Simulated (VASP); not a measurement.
Write the native input for VASP 6.6.1 that does the following.

* Task: electric field gradients
* Functional: PBEsol
* Potentials or basis: VASP PAW PBE potentials, release 64 (Ba_sv, S)
* Cutoff: 520 eV
* k mesh: 8 × 8 × 8
* Occupations: gaussian, width 0.05 eV
* Spin: no spin polarisation
* Dipole correction: no
* Further INCAR settings: ALGO = Normal; EDIFF = 1e-08; NBANDS = 15

The structure of BaS lies in POSCAR:

```
BaS
1.0
    0.0000000000      3.4684755003      3.4684755003
    3.4684755003      0.0000000000      3.4684755003
    3.4684755003      3.4684755003      0.0000000000
Ba S
1 1
Direct
    0.0000000000      0.0000000000      0.0000000000
    0.2500000000      0.2500000000      0.2500000000
```

One way to write it, as run:

INCAR

```
SYSTEM = BaS
PREC = Accurate ; ENCUT = 520
EDIFF = 1E-8 ; ISMEAR = 0
SIGMA = 0.05 ; LREAL = .FALSE.
LASPH = .TRUE. ; NELM = 60
ALGO = Normal ; ISIF = 2
LWAVE = .FALSE. ; LCHARG = .FALSE.
GGA = PS ; LEFG = .TRUE.
NBANDS = 15
```

KPOINTS

```
regular mesh
0
G
  8 8 8
  0 0 0
```

Potentials or basis: VASP PAW PBE potentials, release 64 (Ba_sv, S).

The run is started by

```sh
$ cat potpaw_PBE.64/Ba_sv/POTCAR potpaw_PBE.64/S/POTCAR > POTCAR
$ mpirun -np 1 vasp_std > vasp.out
```

It gave:

- Pressure: 0.5 GPa
- Band gap on the k mesh: 2.69 eV (least direct gap 3.32 eV)
- Largest electric field gradient by atom: under 0.05 V/Å² on every atom

Caveat: the PAW data sets were made with another functional, which shifts forces and pressure a little; spin-orbit coupling is left out, which moves the levels of the heavy elements.

It took 15 s on 1 thread of Intel(R) Xeon(R) 6975P-C (Granite Rapids) (shared host), peak memory 0.21 GiB.
